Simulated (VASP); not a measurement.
The system is F.

```
F
1.0
     2.47285   -1.61043    0.00000
     2.47285    1.61043    0.00000
     0.00000    0.00000    6.54497
F
4
Direct
  0.90542 0.09458 0.09639
  0.59458 0.40542 0.59639
  0.40542 0.59458 0.40361
  0.09458 0.90542 0.90361
```

Base run:

- Program: VASP 6.6.1
- Functional: r2SCAN
- Potentials or basis: VASP PAW PBE potentials, release 64 (F)
- Cutoff: 660 eV
- k mesh: 10 × 10 × 4
- Occupations: gaussian, width 0.01 eV
- Spin: no spin polarisation

Its results: band gap on the k mesh 3.71 eV; pressure 1.5 GPa; largest force 0.508 eV/Å.

Problem. The run is repeated on the same cell with these changes: functional from r2SCAN to LDA; potentials or basis from VASP PAW PBE potentials, release 64 (F) to VASP PAW LDA potentials, release 64 (F); cutoff from 660 eV to 600 eV. What comes out?

Solution. Band gap on the k mesh 2.61 eV; pressure -1.3 GPa; largest force 0.332 eV/Å.

Caveats: the PAW data sets were made with another functional, which shifts forces and pressure a little (at least some runs).

A k mesh can miss the band edges.
